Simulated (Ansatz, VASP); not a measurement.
**Two plane-wave programs on Al**

```
Al
1.0
     0.00000    1.99178    1.99178
     1.99178    0.00000    1.99178
     1.99178    1.99178    0.00000
Al
1
Cartesian
  0.0000 0.0000 0.0000
```

Alike in both runs: functional LDA; k mesh 18 × 18 × 18; occupations gaussian, width 0.1 eV; no spin polarisation.

Ansatz relaxed the structure, and its values are those at the end. VASP's run is a single point on that final structure, the one shown.

|  | VASP | Ansatz |
| --- | --- | --- |
| version | VASP 6.6.1 | Ansatz 0.2.0 |
| potentials or method | VASP PAW LDA potentials, release 64 (Al), cutoff 500 eV | scalar-relativistic, plane waves, PAW |
| valence electrons in the cell | 3 | 3 |

```tsv
	VASP	Ansatz	Ansatz less VASP
gap on the k mesh at the Fermi level (eV)	none	none	-
pressure (GPa)	0.1	0.0	-0.09
```

Ansatz warns that its potentials were made for another functional, while VASP's fit it. LDA's correlation is that of Perdew and Zunger in VASP and of Perdew and Wang (1992) in Ansatz. A gap of «none» marks a metal or a gap that the smearing closes.
